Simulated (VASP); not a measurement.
A run of VASP 6.6.1:

The input INCAR:

```
  PREC = Accurate
  ENCUT = 600
  EDIFF = 1E-6
  ISMEAR = 0
  SIGMA = 0.1
  LREAL = F
  LASPH = T
  NELM = 100
  ALGO = Normal
  ISIF = 3
  LWAVE = F
  LCHARG = F
  GGA = PE
  IBRION = 2
  NSW = 100
  EDIFFG = -0.01
```

KPOINTS

```
Automatic mesh
0
Gamma
  8 8 8
```

Contents of POSCAR:

```
Al3TeO4
1.0
    4.8783681591      0.0000000000      0.0000000000
    0.0000000000      4.8783681591      0.0000000000
    0.0000000000      0.0000000000      4.8783681591
Al Te O
3 1 4
Direct
    0.5000000000      0.0000000000      0.0000000000
    0.0000000000      0.5000000000      0.0000000000
    0.0000000000      0.0000000000      0.5000000000
    0.0000000000      0.0000000000      0.0000000000
    0.0000000000      0.5000000000      0.5000000000
    0.5000000000      0.0000000000      0.5000000000
    0.5000000000      0.5000000000      0.0000000000
    0.5000000000      0.5000000000      0.5000000000
```

Potentials or basis: VASP PAW PBE potentials, release 64 (Al, Te, O).

Run with:

```sh
$ cat potpaw_PBE.64/Al/POTCAR potpaw_PBE.64/Te/POTCAR potpaw_PBE.64/O/POTCAR > POTCAR
$ mpirun -np 1 vasp_std > vasp.out
```

Hardware: 1 thread of AMD EPYC 7R43 64-Core Processor (Zen 3) (shared host).

**Question.** How long does it take, and how much memory?

**Answer.** It took 6.5 min on 1 thread of AMD EPYC 7R43 64-Core Processor (Zen 3), with other jobs on the host, peak memory 0.28 GiB. Counts: scf iterations 34, k points 35, ion steps 3.
